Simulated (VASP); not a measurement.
**In11Si2Bi11: single point with PBE**

In11Si2Bi11:

```
Bi In Si
1.0
     9.16170   -0.16271    0.14382
    -0.16271    8.97678    0.18584
     0.14382    0.18584    8.64714
Bi In Si
11 11 2
Direct
  0.50669 0.82809 0.06060
  0.53808 0.55700 0.36081
  0.06313 0.75698 0.83283
  0.97760 0.50852 0.45353
  0.00903 0.20687 0.74908
  0.82726 0.96257 0.51085
  0.87729 0.08704 0.13967
  0.16944 0.85472 0.40742
  0.42752 0.27591 0.18937
  0.27946 0.44791 0.62685
  0.51361 0.97593 0.36766
  0.23975 0.08710 0.97096
  0.84370 0.50744 0.81925
  0.56728 0.17767 0.84499
  0.15962 0.17634 0.40290
  0.81323 0.72670 0.10691
  0.61450 0.69631 0.62551
  0.16875 0.66490 0.13204
  0.70178 0.31290 0.55077
  0.36820 0.93930 0.71538
  0.48589 0.51591 0.89147
  0.75222 0.39607 0.16816
  0.14907 0.43917 0.92665
  0.04455 0.34472 0.16681
```

* Program: VASP 6.6.1
* Task: single point
* Functional: PBE
* Potentials or basis: VASP PAW PBE potentials, release 64 (Bi_d, In_d, Si)
* Cutoff: 520 eV
* k mesh: 1 × 1 × 1, shifted
* Occupations: fermi-dirac, width 0.05 eV
* Spin: no spin polarisation

| Item | Value |
| --- | --- |
| Pressure | 3.1 GPa |
| Largest force | 1.423 eV/Å |

Forces on the atoms (eV/Å):
```
Bi  -0.013 -0.419 -0.480
Bi  -1.066  0.109 -0.639
Bi  -0.235  0.377 -0.675
Bi   0.109  0.441 -0.957
Bi  -0.354 -0.367 -0.515
Bi   0.504  0.252  0.352
Bi  -0.395 -0.800 -0.120
Bi   0.015 -0.638  0.153
Bi  -0.057 -0.217  0.048
Bi   0.306 -0.311 -0.894
Bi  -0.203  0.581  0.265
In  -0.333  0.029  0.644
In  -0.466 -0.060  0.333
In   0.348 -0.171  0.173
In  -0.074  0.779  0.163
In   0.228  0.034  0.251
In   0.599  0.909  0.917
In   0.605  0.103  0.571
In  -0.150 -0.564  0.037
In   0.146 -0.665 -0.376
In  -0.034 -0.235  0.484
In   0.389  0.061 -0.447
Si   0.148  0.417 -0.022
Si  -0.018  0.355  0.735
```

Stress tensor (GPa, compression positive):
```
 3.52  0.18 -0.14
 0.18  2.72  1.58
-0.14  1.58  2.99
```

Levels at points of the mesh, in eV from the Fermi level:
```tsv
k point	band 155	band 156	band 157	band 158	band 159	band 160	band 161	band 162
(0.25, 0.25, 0.25)	-0.62	-0.42	-0.30	-0.12	0.12	0.26	0.56	0.65
```

It took 4.6 min on 1 thread of Intel(R) Xeon(R) Platinum 8259CL CPU @ 2.50GHz (Skylake/Cascade Lake) (shared host), peak memory 0.66 GiB.

Caveat: the k points lie up to 0.73 Å⁻¹ apart; the atoms stand as in a frame of molecular dynamics; spin-orbit coupling is left out, which moves the levels of the heavy elements.
